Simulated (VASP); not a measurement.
Write the native input for VASP 6.6.1 that does the following.

| Item | Value |
| --- | --- |
| Task | single point |
| Functional | PBE |
| Potentials or basis | VASP PAW PBE potentials, release 64 (S) |
| Cutoff | 500 eV |
| k mesh | 10 × 10 × 10 |
| Occupations | gaussian, width 0.05 eV |
| Spin | no spin polarisation |
| Dipole correction | no |
| Further INCAR settings | ALGO = Normal; EDIFF = 1e-06; NBANDS = 9 |

The structure of S lies in POSCAR:

```
S
1.0
    0.0000000000      2.0057330300      2.0057330300
    2.0057330300      0.0000000000      2.0057330300
    2.0057330300      2.0057330300      0.0000000000
S
1
Direct
    0.0000000000      0.0000000000      0.0000000000
```

This isn't the form of S at room conditions, which is orthorhombic, of S8 rings.

These files were run (other wordings do the same):

INCAR

```
SYSTEM = S
  PREC = Accurate
  ENCUT = 500
  EDIFF = 1E-6
  ISMEAR = 0
  SIGMA = 0.05
  LREAL = .FALSE.
  LASPH = .TRUE.
  NELM = 120
  ALGO = Normal
  ISIF = 2
  LWAVE = .FALSE.
  LCHARG = .TRUE.
  GGA = PE
  LELF = .TRUE.
  LVHAR = .TRUE.
  NBANDS = 9
  GGA_COMPAT = .FALSE.
```

KPOINTS

```
Automatic mesh
0
G
  10 10 10
  0 0 0
```

Potentials or basis: VASP PAW PBE potentials, release 64 (S).

Launch:

```bash
$ cat potpaw_PBE.64/S/POTCAR > POTCAR
$ mpirun -np 1 vasp_std > vasp.out
```

It gave:

- Pressure: -2.2 GPa
- Band gap on the k mesh: zero (bands 3 and 4 overlap by 5.40 eV)

It took 8.3 s on 1 thread of AMD EPYC 7R43 64-Core Processor (Zen 3) (shared host), peak memory 0.09 GiB.
